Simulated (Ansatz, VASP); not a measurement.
# TlGe in VASP and in Ansatz

```xyz
2
Lattice="3.6941 0.0000 0.0000 0.0000 3.6941 0.0000 0.0000 0.0000 3.6941" Properties=species:S:1:pos:R:3 pbc="T T T"
Tl    0.0000    0.0000    0.0000
Ge    1.8470    1.8470    1.8470
```

Alike in both runs: functional PBE; k mesh 16 × 16 × 16; occupations gaussian, width 0.1 eV; no spin polarisation.

Ansatz relaxed the structure, and its values are those at the end. VASP's run is a single point on that final structure, the one shown.

|  | VASP | Ansatz |
| --- | --- | --- |
| version | VASP 6.6.1 | Ansatz 0.2.0 |
| potentials or method | VASP PAW PBE potentials, release 64 (Tl_d, Ge_d), cutoff 520 eV | scalar-relativistic, plane waves, PAW |
| valence electrons in the cell | 27 | 27 |

|  | VASP | Ansatz | Ansatz less VASP |
| --- | --- | --- | --- |
| gap on the k mesh at the Fermi level (eV) | none | none | - |
| pressure (GPa) | -0.1 | 0.0 | +0.10 |

A gap of «none» marks a metal or a gap that the smearing closes.

Neither program's run includes spin-orbit coupling.
